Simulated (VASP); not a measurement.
SiNi2: relaxation of shape and atoms at fixed volume with PBE

The system is SiNi2.

```xyz
6
Lattice="3.9507 0.0000 0.0000 -1.9753 3.4214 0.0000 0.0000 0.0000 5.0409" Properties=species:S:1:pos:R:3 pbc="T T T"
Si    0.0000    2.2809    3.7807
Si    1.9753    1.1405    1.2602
Ni    0.0000    0.0000    0.0000
Ni    0.0000    0.0000    2.5204
Ni    0.0000    2.2809    1.2602
Ni    1.9753    1.1405    3.7807
```

```json
{
 "Program": "VASP 6.6.1",
 "Task": "relaxation of shape and atoms at fixed volume",
 "Functional": "PBE",
 "Potentials or basis": "VASP PAW PBE potentials, release 64 (Si, Ni)",
 "Cutoff": "600 eV",
 "k mesh": "12 × 12 × 8",
 "Occupations": "gaussian, width 0.1 eV",
 "Spin": "no spin polarisation",
 "Dipole correction": "no",
 "Further INCAR settings": "ALGO = Normal; EDIFF = 1e-07; IBRION = 2; EDIFFG = -0.01; NSW = 50; ISIF = 4"
}
```

```yaml
Energy_gained_by_relaxing: 0.1 meV/atom
Ionic_steps: 2
Pressure_after_relaxing: -5.6 GPa
Band_gap_on_the_k_mesh: zero (bands 24 and 25 overlap by 3.08 eV)
```

Stress tensor (GPa, compression positive):
```
-5.64  0.00  0.00
 0.00 -5.64  0.00
 0.00  0.00 -5.43
```

Step by step:
```tsv
step	energy change (eV)	largest force (eV/Å)	pressure (GPa)	volume (Å³)
1	0.0000	0.0000	-5.61	68.14
2	-0.0004	0.0000	-5.57	68.14
```

Final structure:
```
Si Ni
1.0
     3.94706    0.00000    0.00000
    -1.97353    3.41826    0.00000
     0.00000    0.00000    5.05007
Si Ni
2 4
Cartesian
  0.0000 2.2788 3.7876
  1.9735 1.1394 1.2625
  0.0000 0.0000 5.0501
  0.0000 0.0000 2.5250
  0.0000 2.2788 1.2625
  1.9735 1.1394 3.7876
```

Levels at points of the mesh, in eV from the Fermi level:
| k point | band 21 | band 22 | band 23 | band 24 | band 25 | band 26 | band 27 | band 28 |
| --- | --- | --- | --- | --- | --- | --- | --- | --- |
| (0.00, 0.00, 0.00) | -0.59 | -0.59 | 0.09 | 2.50 | 2.71 | 2.71 | 2.71 | 2.71 |
| (0.50, 0.00, 0.00) | -1.25 | -1.14 | -0.95 | -0.65 | -0.54 | 0.97 | 1.74 | 2.84 |
| (0.00, 0.00, 0.50) | -1.17 | -1.17 | 1.91 | 1.91 | 3.15 | 3.15 | 3.15 | 3.15 |
| (0.50, 0.00, 0.50) | -1.18 | -1.18 | -0.86 | -0.86 | 0.90 | 0.90 | 2.71 | 2.71 |

Wall time 8.5 min on 1 thread of Oxide Virtual Turin-like Processor, on a shared host, peak memory 0.28 GiB.

Spin polarisation is off, so any magnetic state and its effect on volume and gap are missing.
